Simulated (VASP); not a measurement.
Write the native input for VASP 6.6.1 that does the following.

```
Task                   : single point
Functional             : PBEsol
Potentials or basis    : VASP PAW PBE potentials, release 64 (Lu, Pd)
Cutoff                 : 520 eV
k mesh                 : 10 × 10 × 10
Occupations            : fermi-dirac, width 0.05 eV
Spin                   : no spin polarisation
Dipole correction      : no
Further INCAR settings : ALGO = Normal; EDIFF = 1e-06; NBANDS = 24
```

The structure of LuPd lies in POSCAR:

```
LuPd
1.0
    3.4150000000      0.0000000000      0.0000000000
    0.0000000000      3.4150000000      0.0000000000
    0.0000000000      0.0000000000      3.4150000000
Lu Pd
1 1
Direct
    0.0000000000      0.0000000000      0.0000000000
    0.5000000000      0.5000000000      0.5000000000
```

One way to write it, as run:

INCAR

```
SYSTEM = LuPd
PREC = Accurate ; ENCUT = 520
EDIFF = 1E-6 ; ISMEAR = -1
SIGMA = 0.05 ; LREAL = .False.
LASPH = .True. ; NELM = 100
ALGO = Normal ; ISIF = 2
LWAVE = .False. ; LCHARG = .False.
GGA = PS ; NBANDS = 24
```

KPOINTS

```
regular mesh
0
Gamma
  10 10 10
  0 0 0
```

Potentials or basis: VASP PAW PBE potentials, release 64 (Lu, Pd).

Command:

```sh
$ cat potpaw_PBE.64/Lu/POTCAR potpaw_PBE.64/Pd/POTCAR > POTCAR
$ mpirun -np 1 vasp_std > vasp.out
```

Results of the run:

The pressure is -2.0 GPa.

Caveat: the PAW data sets were made with another functional, which shifts forces and pressure a little.

Run time: 29 s on 1 thread of AMD EPYC 9R45 96-Core Processor (Zen 5), on a shared host, peak memory 0.18 GiB.
